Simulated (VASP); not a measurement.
Ta2N, 3 atoms in the cell. It takes space group P-3m1 (No. 164, trigonal). The conventional cell has a = 2.925 Å, b = 2.925 Å, c = 4.703 Å, α = 90.00°, β = 90.00°, γ = 120.00°. Within 2.7 Å of Ta (site symmetry 3m) lie 3 N at 2.07 Å. N (site symmetry -3m) has 6 Ta at 2.07 Å within 2.7 Å.  This cell differs from its parent crystal: strain -0.050 along x and y, -0.025 along z.

| Item | Value |
| --- | --- |
| Program | VASP 6.6.1 |
| Task | single point |
| Functional | PBEsol |
| Potentials or basis | VASP PAW PBE potentials, release 64 (Ta_pv, N) |
| Cutoff | 520 eV |
| k mesh | 18 × 18 × 10 |
| Occupations | gaussian, width 0.15 eV |
| Spin | no spin polarisation |
| Dipole correction | no |
| Further INCAR settings | ALGO = Normal; EDIFF = 1e-06; NBANDS = 20 |

Potentials or basis: VASP PAW PBE potentials, release 64 (Ta_pv, N).

The run is started by

```sh
$ cat potpaw_PBE.64/Ta_pv/POTCAR potpaw_PBE.64/N/POTCAR > POTCAR
$ mpirun -np 1 vasp_std > vasp.out
```

Hardware: 1 thread of Intel Xeon 8259CL, with other jobs on the host.

Question: How long does it take, and how much memory?

Answer: Run time: 4.1 min on 1 thread of Intel Xeon 8259CL, on a shared host, peak memory 0.32 GiB. Counts: scf iterations 13, k points 330.
